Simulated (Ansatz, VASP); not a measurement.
**Two plane-wave programs on TaN**

```
Ta N
1.0
     2.95018    0.00000    0.00000
    -1.47509    2.55493    0.00000
     0.00000    0.00000    2.89777
Ta N
1 1
Direct
  0.33333 0.66667 0.50000
  0.00000 0.00000 0.00000
```

Alike in both runs: task relaxation of cell and atoms; functional PBE; dispersion D3(BJ); k mesh 18 × 18 × 14; occupations gaussian, width 0.1 eV; no spin polarisation.

|  | VASP | Ansatz |
| --- | --- | --- |
| version | VASP 6.6.1 | Ansatz 0.2.0 |
| potentials or method | VASP PAW PBE potentials, release 64 (Ta_pv, N), cutoff 600 eV | scalar-relativistic, plane waves, PAW |
| valence electrons in the cell | 16 | 18 |

|  | VASP | Ansatz | Ansatz less VASP |
| --- | --- | --- | --- |
| gap on the k mesh at the Fermi level, each at its own relaxed structure (eV) | none | none | - |
| relaxed volume (Å³/atom) | 10.72 | 10.70 | -0.018 |
| relaxed cell length with the largest relative difference (Å) | 2.883 | 2.881 | -0.0019 |

A gap of «none» marks a metal or a gap that the smearing closes. VASP's potentials hold 16 valence electrons a cell and Ansatz's 18, so a difference there can come from the potentials and not from the codes.

Neither program's run includes spin-orbit coupling.
